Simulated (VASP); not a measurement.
Here is a VASP 6.6.1 calculation.

Contents of INCAR:

```
SYSTEM = P
PREC     = Accurate       ! precision mode
ENCUT    = 600            ! plane-wave cutoff, eV
EDIFF    = 1E-6           ! SCF threshold, eV
ISMEAR   = -1             ! smearing method
SIGMA    = 0.05           ! smearing width, eV
LREAL    = .False.        ! projectors in reciprocal space
LASPH    = .True.         ! aspherical terms in the spheres
NELM     = 100            ! most SCF steps
ALGO     = Normal         ! electronic algorithm
ISIF     = 3              ! what is computed and relaxed
LWAVE    = .False.        ! write WAVECAR
LCHARG   = .False.        ! write CHGCAR
GGA      = PE             ! functional
IBRION   = 2              ! ionic algorithm
NSW      = 60             ! ionic steps
EDIFFG   = -0.01          ! ionic threshold
PSTRESS  = 200.0
```

The input KPOINTS:

```
Automatic mesh
0
Gamma
  8 8 6
  0 0 0
```

Contents of POSCAR:

```
P
1.0
    1.6477431241     -5.4650377251      0.0000000000
    1.6477431241      5.4650377251      0.0000000000
    0.0000000000      0.0000000000      4.5436355900
P
4
Direct
    0.9041431300      0.0958568700      0.5888151700
    0.0958568700      0.9041431300      0.4111848300
    0.5958568700      0.4041431300      0.0888151700
    0.4041431300      0.5958568700      0.9111848300
```

Potentials or basis: VASP PAW PBE potentials, release 64 (P).

Run with:

```sh
$ cat potpaw_PBE.64/P/POTCAR > POTCAR
$ mpirun -np 1 vasp_std > vasp.out
```

(1) Estimate the space group after relaxing (to 0.1 Å).

(2) Estimate the relaxed cell.

Results:

(1) Cmce (No. 64).

(2) a = 4.970 Å, b = 4.970 Å, c = 3.504 Å, α = 90.00°, β = 90.00°, γ = 140.89°.

Caveat: the cell is relaxed towards a set pressure, so the run minimises the enthalpy, not the energy.
